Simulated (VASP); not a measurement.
The system is Cu.

```
Cu
1.0
     0.00000    1.80750    1.80750
     1.80750    0.00000    1.80750
     1.80750    1.80750    0.00000
Cu
1
Direct
  0.00000 0.00000 0.00000
```

```yaml
Program: VASP 6.6.1
Task: relaxation of cell and atoms
Functional: LDA
Potentials_or_basis: VASP PAW LDA potentials, release 64 (Cu)
Cutoff: 600 eV
k_mesh: 18 × 18 × 18
Occupations: gaussian, width 0.1 eV
Spin: no spin polarisation
```

At the start: pressure -11.6 GPa; volume 11.81 Å³/atom.

Task: Where does the relaxation end?

Result: Over 7 steps the energy falls by 33.8 meV/atom and the volume is 10.94 Å³/atom (-7.4 %); space group Fm-3m (No. 225, to 0.05 Å).

The path:
| step | energy change (eV) | largest force (eV/Å) | pressure (GPa) | volume (Å³) |
| --- | --- | --- | --- | --- |
| 1 | 0.0000 | 0.0000 | -11.57 | 11.81 |
| 2 | -0.0175 | 0.0000 | 10.28 | 10.41 |
| 3 | -0.0338 | 0.0000 | -0.09 | 10.95 |
| 4 | -0.0338 | 0.0000 | 0.20 | 10.93 |
| 5 | -0.0338 | 0.0000 | -0.07 | 10.95 |
| 6 | -0.0338 | 0.0000 | -0.06 | 10.95 |
| 7 | -0.0338 | 0.0000 | 0.02 | 10.94 |

Final structure:
```yaml
crystal:
  lattice:
    - [0.00000, 1.76207, 1.76207]
    - [1.76207, 0.00000, 1.76207]
    - [1.76207, 1.76207, 0.00000]
  atoms:
    - { symbol: Cu, position: [0.00000, 0.00000, 0.00000] }
```
